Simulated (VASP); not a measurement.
A run of VASP 6.6.1:

Contents of INCAR:

```
SYSTEM = Pt
PREC     = Accurate       ! precision mode
ENCUT    = 520            ! plane-wave cutoff, eV
EDIFF    = 1E-6           ! SCF threshold, eV
ISMEAR   = 0              ! smearing method
SIGMA    = 0.05           ! smearing width, eV
LREAL    = .False.        ! projectors in reciprocal space
LASPH    = .True.         ! aspherical terms in the spheres
NELM     = 150            ! most SCF steps
ALGO     = Normal         ! electronic algorithm
ISIF     = 2              ! what is computed and relaxed
LWAVE    = .False.        ! write WAVECAR
LCHARG   = .True.         ! write CHGCAR
LNONCOLLINEAR= .True.         ! non-collinear magnetism
MAGMOM   = 0 0 0 0 0 0    ! initial moments
LORBIT   = 11             ! projections on sites
LSORBIT  = .True.         ! spin-orbit coupling
GGA_COMPAT= .False.      
LORBMOM  = .True.       
LMAXMIX  = 4              ! l up to which the mixer works
GGA      = PE             ! functional
LVHAR    = .True.       
NBANDS   = 32             ! bands
```

KPOINTS

```
Automatic mesh
0
Gamma
  18 18 10
  0 0 0
```

POSCAR

```
Pt
1.0
    2.7671568531      0.0000000000      0.0000000000
   -1.3835784266      2.3964281311      0.0000000000
    0.0000000000      0.0000000000      4.7602539084
Pt
2
Direct
    0.3333333333      0.6666666667      0.7500000000
    0.6666666667      0.3333333333      0.2500000000
```

Potentials or basis: VASP PAW PBE potentials, release 64 (Pt).

Command:

```sh
$ cat potpaw_PBE.64/Pt/POTCAR > POTCAR
$ mpirun -np 1 vasp_ncl > vasp.out
```

Hardware: 1 thread of Intel(R) Xeon(R) 6975P-C (Granite Rapids) (shared host).

Estimate the wall time of this run.

It took 2.9 min on 1 thread of Intel(R) Xeon(R) 6975P-C (Granite Rapids) (shared host), peak memory 0.45 GiB. Counts: scf iterations 13, k points 222.
